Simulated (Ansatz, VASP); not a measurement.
# MgO in VASP and in Ansatz

```
CELL_PARAMETERS angstrom
0.00000 2.08165 2.08165
2.08165 0.00000 2.08165
2.08165 2.08165 0.00000
ATOMIC_POSITIONS crystal
Mg 0.00000 0.00000 0.00000
O 0.50000 0.50000 0.50000
```

Alike in both runs: functional LDA; k mesh 8 × 8 × 8; occupations gaussian, width 0.1 eV; no spin polarisation.

Ansatz relaxed the structure, and its values are those at the end. VASP's run is a single point on that final structure, the one shown.

```csv
,VASP,Ansatz
version,VASP 6.6.1,Ansatz 0.2.0
potentials or method,"VASP PAW LDA potentials, release 64 (Mg_sv, O), cutoff 750 eV","scalar-relativistic, plane waves, PAW"
valence electrons in the cell,16,16
```

VASP gave:

| Item | Value |
| --- | --- |
| gap on the k mesh at the Fermi level (eV) | 5.02 |
| least direct gap on the mesh (eV) | 5.02 |
| pressure (GPa) | -0.5 |

Problem. Which values does Ansatz return?

Solution. gap on the k mesh at the Fermi level (eV): 5.01; least direct gap on the mesh (eV): 5.01; pressure (GPa): -0.3.

Ansatz warns that its potentials were made for another functional, while VASP's fit it. LDA's correlation is that of Perdew and Zunger in VASP and of Perdew and Wang (1992) in Ansatz.
